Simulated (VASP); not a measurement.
Here is a VASP 6.6.1 calculation.

POSCAR

```
Co
1.0
    2.1582219417      0.0000000000      0.0000000000
    0.0000000000      2.1582219417      0.0000000000
    0.0000000000      0.0000000000      2.1582219417
Co
1
Direct
    0.0000000000      0.0000000000      0.0000000000
```

File INCAR.step1:

```
PREC = Accurate
ENCUT = 520
ISMEAR = -1
SIGMA = 0.1
LREAL = F
LASPH = T
NELM = 60
NBANDS = 10
GGA = PE
ALGO = Normal
EDIFF = 1E-4
LWAVE = T
LCHARG = F
```

INCAR.step2

```
PREC = Accurate
ENCUT = 520
EDIFF = 1E-7
ISMEAR = -1
SIGMA = 0.1
LREAL = F
LASPH = T
NELM = 60
ALGO = Normal
ISIF = 2
LWAVE = F
LCHARG = F
METAGGA = R2SCAN
LMIXTAU = T
NBANDS = 10
ISTART = 1
```

The input KPOINTS:

```
Automatic mesh
0
Gamma
  16 16 16
```

Potentials or basis: VASP PAW PBE potentials, release 64 (Co).

Command:

```console
$ cat potpaw_PBE.64/Co/POTCAR > POTCAR
$ cp INCAR.step1 INCAR
$ mpirun -np 1 vasp_std > vasp.out
$ cp INCAR.step2 INCAR
$ mpirun -np 1 vasp_std > vasp.out
```

(1) What does it give for the pressure?

Results:

(1) 35.8 GPa.

Caveat: the PAW data sets were made with another functional, which shifts forces and pressure a little; the run has no spin polarisation, though such a crystal can be magnetic.
